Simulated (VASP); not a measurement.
# Ge (Fmmm) in VASP: single point with PBEsol

Aim: the single point of Ge with PBEsol.

All numbers are computed with VASP 6.6.1; they aren't measurements. Logs are shortened: lines on timing, memory, paths and dates and some standing lists are left out, and cuts for length are marked.

### Step 1. The cell of the first run

The structure is orthorhombic, space group Fmmm (No. 69). Conventional cell: a = 5.187 Å, b = 5.714 Å, c = 9.943 Å, α = 90.00°, β = 90.00°, γ = 90.00°. Ge (site symmetry mm2) has 8 Ge at 2.65 to 3.04 Å within 3.5 Å. Ge (site symmetry m2m) has 8 Ge at 2.60 to 3.11 Å within 3.4 Å.

### Step 2. Single point, PBEsol

The input, INCAR:

```
SYSTEM = Ge
PREC = Accurate
ENCUT = 520
EDIFF = 1E-6
ISMEAR = -1
SIGMA = 0.2327
LREAL = Auto
LASPH = .True.
NELM = 80
ALGO = Normal
ISIF = 2
LWAVE = .False.
LCHARG = .False.
GGA = PS
NBANDS = 186
```

The input, KPOINTS:

```
Automatic mesh
0
Gamma
  2 2 2
  0.5 0.5 0.5
```

The input, POSCAR:

```
Ge
1.0
    0.0000000000     -5.7141090057      5.1870250377
    4.9713426905      2.8570545029      5.1870250377
   -4.9713426905      2.8570545029      5.1870250377
Ge
24
Direct
    0.1666666667      0.4432608610      0.8900724723
    0.5000000000      0.7765941943      0.2234058057
    0.8333333333      0.1099275277      0.5567391390
    0.0000000000      0.7765941943      0.2234058057
    0.3333333333      0.1099275277      0.5567391390
    0.6666666667      0.4432608610      0.8900724723
    0.1666666667      0.8900724723      0.4432608610
    0.5000000000      0.2234058057      0.7765941943
    0.8333333333      0.5567391390      0.1099275277
    0.3333333333      0.5567391390      0.1099275277
    0.6666666667      0.8900724723      0.4432608610
    0.0000000000      0.2234058057      0.7765941943
    0.4851532461      0.7574146156      0.7574146156
    0.8184865795      0.0907479489      0.0907479489
    0.1518199128      0.4240812823      0.4240812823
    0.8481800872      0.5759187177      0.5759187177
    0.1815134205      0.9092520511      0.9092520511
    0.5148467539      0.2425853844      0.2425853844
    0.3481684054      0.5759070359      0.5759070359
    0.6815017387      0.9092403693      0.9092403693
    0.0148350721      0.2425737026      0.2425737026
    0.9851649279      0.7574262974      0.7574262974
    0.3184982613      0.0907596307      0.0907596307
    0.6518315946      0.4240929641      0.4240929641
```

Potentials or basis: VASP PAW PBE potentials, release 64 (Ge_d).

Started as:

```
> cat potpaw_PBE.64/Ge_d/POTCAR > POTCAR
> mpirun -np 1 vasp_std > vasp.out
```

OUTCAR:

```text
SYSTEM = Ge
   PREC = Accurate
   ENCUT = 520
   EDIFF = 1E-6
   ISMEAR = -1
   LREAL = Auto
   LASPH = .True.
   NELM = 80
   ISIF = 2
   GGA = PS

 ion  position               nearest neighbor table
   1  0.167  0.443  0.890-  12 2.65  10 2.65  19 2.71  22 2.71   8 2.91   9 2.91
   2  0.500  0.777  0.223-  10 2.65  11 2.65  20 2.71  23 2.71   7 2.91   9 2.91
   3  0.833  0.110  0.557-  12 2.65  11 2.65  24 2.71  21 2.71   8 2.91   7 2.91
   4  0.000  0.777  0.223-   7 2.65   9 2.65  14 2.71  17 2.71  10 2.91  11 2.91
   5  0.333  0.110  0.557-   8 2.65   7 2.65  15 2.71  18 2.71  12 2.91  11 2.91
   6  0.667  0.443  0.890-   8 2.65   9 2.65  16 2.71  13 2.71  12 2.91  10 2.91
   7  0.167  0.890  0.443-   4 2.65   5 2.65  19 2.71  22 2.71   2 2.91   3 2.91
   8  0.500  0.223  0.777-   5 2.65   6 2.65  20 2.71  23 2.71   1 2.91   3 2.91
   9  0.833  0.557  0.110-   4 2.65   6 2.65  24 2.71  21 2.71   2 2.91   1 2.91
  10  0.333  0.557  0.110-   2 2.65   1 2.65  15 2.71  18 2.71   4 2.91   6 2.91
  11  0.667  0.890  0.443-   2 2.65   3 2.65  16 2.71  13 2.71   4 2.91   5 2.91
  12  0.000  0.223  0.777-   1 2.65   3 2.65  14 2.71  17 2.71   5 2.91   6 2.91
  13  0.485  0.757  0.757-  17 2.60  20 2.61  19 2.61  11 2.71   6 2.71
  14  0.818  0.091  0.091-  18 2.60  20 2.61  21 2.61  12 2.71   4 2.71
  15  0.152  0.424  0.424-  16 2.60  19 2.61  21 2.61  10 2.71   5 2.71
  16  0.848  0.576  0.576-  15 2.60  24 2.61  22 2.61  11 2.71   6 2.71
  17  0.182  0.909  0.909-  13 2.60  23 2.61  22 2.61  12 2.71   4 2.71
  18  0.515  0.243  0.243-  14 2.60  23 2.61  24 2.61  10 2.71   5 2.71
  19  0.348  0.576  0.576-  24 2.60  15 2.61  13 2.61   7 2.71   1 2.71
  20  0.682  0.909  0.909-  22 2.60  14 2.61  13 2.61   8 2.71   2 2.71
  21  0.015  0.243  0.243-  23 2.60  14 2.61  15 2.61   9 2.71   3 2.71
  22  0.985  0.757  0.757-  20 2.60  17 2.61  16 2.61   7 2.71   1 2.71
  23  0.318  0.091  0.091-  21 2.60  17 2.61  18 2.61   8 2.71   2 2.71
  24  0.652  0.424  0.424-  19 2.60  16 2.61  18 2.61   9 2.71   3 2.71

  LATTYP: Found a base centered monoclinic cell.
 ALAT       =    11.8436462585
 B/A-ratio  =     0.8394953010
 C/A-ratio  =     0.6515958644
 COS(beta)  =    -0.2315018669

  Lattice vectors:

 A1 = (  -4.9713426905,  -2.8570545029,  -5.1870250377)
 A2 = (   4.9713426905,  -2.8570545029,  -5.1870250377)
 A3 = (   0.0000000000,  -5.7141090057,   5.1870250377)

Analysis of symmetry for initial positions (statically):
=====================================================================
 Subroutine PRICEL returns following result:

  LATTYP: Found a base centered orthorhombic cell.
 ALAT       =     5.7141090046
 B/A-ratio  =     1.7400237505
 C/A-ratio  =     0.9077574534

  Lattice vectors:

 A1 = (  -4.9713426905,  -2.8570545023,   0.0000000005)
 A2 = (   4.9713426905,  -2.8570545023,   0.0000000005)
 A3 = (   0.0000000000,   0.0000000006,   5.1870250382)
[... 137 lines left out ...]
   NELECT =     336.0000    total number of electrons
   NUPDOWN=      -1.0000    fix difference up-down
   EMIN   =  10.00;   EMAX   =-10.00  energy-range for DOS
   EFERMI =   0.00;   METHOD = LEGACY
   ISMEAR =    -1;   SIGMA  =   0.23  broadening in eV -4-tet -1-fermi 0-gaus
   EFERMI_NEDOS =   21; number of points for ismear=-14 and -15
   IALGO  =     38    algorithm
   IMIX   =      4    mixing-type and parameters
     AMIX     =   0.40;   BMIX     =  1.00
     AMIX_MAG =   1.60;   BMIX_MAG =  1.00
  volume/ion in A,a.u.               =      18.42       124.29
  Fermi-wavevector in a.u.,A,eV,Ry     =   1.494058  2.823359 30.371032  2.232208
  Thomas-Fermi vector in A             =   2.606379
   LORBIT       =      0    0 simple, 1 ext, 2 COOP (PROOUT), +10 PAW based schemes
   GGA     = PS    functional components
   LHFCALC =     F    Hartree Fock is set to
   AEXX    =    0.0000 exact exchange contribution
   IVDW    =     0    specifies the selected vdW correction
   LEPSILON=     F    determine dielectric tensor
   LRPA    =     F    only Hartree local field effects (RPA)
 non-spin polarized calculation
  energy-cutoff  :      520.00
  volume of cell :      442.04
 maximum number of plane-waves:     11935
 NGX is ok and might be reduce to    60
   NGX = 29   NGY = 29   NGZ = 29

 number of electron     335.9999689 magnetization

 Free energy of the ion-electron system (eV)
  ---------------------------------------------------
  ext. energy  EPLUGINS =         0.00000000
  ---------------------------------------------------
  free energy    TOTEN  =      -114.92670725 eV

  energy without entropy =     -113.22428479  energy(sigma->0) =     -114.07549602

 E-fermi :   6.9489     XC(G=0): -11.4984

 val. band max:        6.9194470232   @ k =   0.2500   0.2500   0.2500
 cond. band min:       7.0868642094   @ k =  -0.2500   0.2500   0.2500
 fundamental gap:      0.1674171862
 Fermi energy:         6.9489467191

 k-point     1 :       0.2500    0.2500    0.2500
  band No.  band energies     occupation
      1     -17.9525      2.00000
      2     -17.9502      2.00000
      3     -17.9369      2.00000
      4     -17.9340      2.00000
      5     -17.9318      2.00000
      6     -17.9297      2.00000
[... 538 lines left out ...]
    179       8.5938      0.00170
    180       8.5961      0.00168
 [bands above 180 left out]

------------------------ aborting loop because EDIFF is reached ----------------------------------------

  FORCE on cell =-STRESS in cart. coord.  units (eV):
  Direction    XX          YY          ZZ          XY          YZ          ZX
  --------------------------------------------------------------------------------------
  -------------------------------------------------------------------------------------
  Total       -1.1844225     -2.6331594      4.7851878      0.0000000      0.2658864      0.0000000
  in kB       -4.2929459     -9.5439005     17.3439393      0.0000000      0.9637066      0.0000000
  external PRESSURE =       1.1690310 kB  Pullay stress =       0.0000000 kB

 VOLUME and BASIS-vectors are now :
 -----------------------------------------------------------------------------
  energy-cutoff  :      520.00
  volume of cell :      442.04
      direct lattice vectors                 reciprocal lattice vectors
     0.000000000 -5.714109006  5.187025038     0.000000000 -0.116670275  0.064262912
     4.971342691  2.857054503  5.187025038     0.100576450  0.058335137  0.064262912
    -4.971342691  2.857054503  5.187025038    -0.100576450  0.058335137  0.064262912

 POSITION                                       TOTAL-FORCE (eV/Angst)
 -----------------------------------------------------------------------------------
     -2.22125      2.85705      7.78054         0.108532      0.000000      0.000000
      2.75009      0.00000      7.78054         0.108532      0.000000      0.000000
     -2.22125     -2.85705      7.78054         0.108532      0.000000      0.000000
      2.75009      2.85705      5.18703         0.108524      0.000000      0.000000
     -2.22125      0.00000      5.18703         0.108524      0.000000      0.000000
     -2.22125     -0.00000     10.37405         0.108524      0.000000      0.000000
[... 16 lines left out ...]
      0.00000     -1.30132      2.59360         0.000000      0.042256      0.086226
      0.00000     -1.30132      7.78063         0.000000      0.042256      0.086226
 -----------------------------------------------------------------------------------
    total drift:                                0.000000      0.000000     -0.000000

  FREE ENERGIE OF THE ION-ELECTRON SYSTEM (eV)
  ---------------------------------------------------
  free  energy   TOTEN  =      -114.9267072548 eV

  energy  without entropy=     -113.2242847873  energy(sigma->0) =     -114.07549602
```

OSZICAR:

```text
N       E                     dE             d eps       ncg     rms          rms(c)
DAV:   1     0.585930753814E+04    0.58593E+04   -0.13065E+05  1196   0.530E+03
DAV:   2     0.131411297454E+04   -0.45452E+04   -0.44032E+04  1116   0.130E+03
DAV:   3     0.131672538441E+03   -0.11824E+04   -0.11533E+04  1116   0.345E+02
DAV:   4    -0.940123370548E+02   -0.22568E+03   -0.20998E+03  1246   0.133E+02
DAV:   5    -0.114744158520E+03   -0.20732E+02   -0.19660E+02  1256   0.395E+01    0.868E+00
DAV:   6    -0.115005517089E+03   -0.26136E+00   -0.81246E+00  1272   0.102E+01    0.399E+00
DAV:   7    -0.114930914585E+03    0.74603E-01   -0.10449E+00  1248   0.765E+00    0.102E+00
DAV:   8    -0.114924898124E+03    0.60165E-02   -0.15583E-01  1280   0.723E+00    0.329E-01
DAV:   9    -0.114925199709E+03   -0.30158E-03   -0.32483E-02  1624   0.209E+00    0.151E-01
DAV:  10    -0.114926740093E+03   -0.15404E-02   -0.17804E-02  1264   0.741E-01    0.646E-02
DAV:  11    -0.114926674038E+03    0.66055E-04   -0.46489E-04  1600   0.304E-01    0.325E-02
DAV:  12    -0.114926674422E+03   -0.38379E-06   -0.13179E-04  1928   0.192E-01    0.976E-03
DAV:  13    -0.114926692974E+03   -0.18552E-04   -0.20914E-04  1552   0.107E-01    0.548E-03
DAV:  14    -0.114926706922E+03   -0.13948E-04   -0.14354E-04  1120   0.754E-02    0.799E-03
DAV:  15    -0.114926707255E+03   -0.33330E-06   -0.13886E-06   656   0.810E-03
   1 F= -.11492671E+03 E0= -.11407550E+03  d E =-.170242E+01
```

Run time: 6.2 min. Hardware: 1 thread of AMD EPYC 9R45 (Zen 5), shared host; peak memory 0.55 GiB.

Results:

```yaml
Free_energy: -114.9267 eV
Pressure: 0.1 GPa
Largest_force: 0.109 eV/Å
Band_gap_on_the_k_mesh: zero (bands 168 and 169 overlap by 0.03 eV)
```

Forces in eV/Å, atoms in the order of the input:
```
Ge   0.109  0.000  0.000
Ge   0.109  0.000  0.000
Ge   0.109  0.000  0.000
Ge   0.109  0.000  0.000
Ge   0.109  0.000  0.000
Ge   0.109  0.000  0.000
Ge  -0.109  0.000  0.000
Ge  -0.109  0.000  0.000
Ge  -0.109  0.000  0.000
Ge  -0.109  0.000  0.000
Ge  -0.109  0.000  0.000
Ge  -0.109  0.000  0.000
Ge   0.000  0.042  0.086
Ge   0.000  0.042  0.086
Ge   0.000  0.042  0.086
Ge   0.000 -0.042 -0.086
Ge   0.000 -0.042 -0.086
Ge   0.000 -0.042 -0.086
Ge   0.000 -0.042 -0.086
Ge   0.000 -0.042 -0.086
Ge   0.000 -0.042 -0.086
Ge   0.000  0.042  0.086
Ge   0.000  0.042  0.086
Ge   0.000  0.042  0.086
```

Levels at points of the mesh, in eV from the Fermi level:
| k point | band 164 | band 165 | band 166 | band 167 | band 168 | band 169 | band 170 | band 171 | band 172 | band 173 |
| --- | --- | --- | --- | --- | --- | --- | --- | --- | --- | --- |
| (0.25, 0.25, 0.25) | -0.26 | -0.22 | -0.07 | -0.03 | 0.17 | 0.18 | 0.29 | 0.34 | 0.45 | 0.61 |

Caveat: the k points lie up to 0.42 Å⁻¹ apart; semilocal functionals underestimate gaps, and a narrow one can read as zero; the PAW data sets were made with another functional, which shifts forces and pressure a little.

The gap in the log of VASP goes by the Fermi energy; the results here count the filled bands.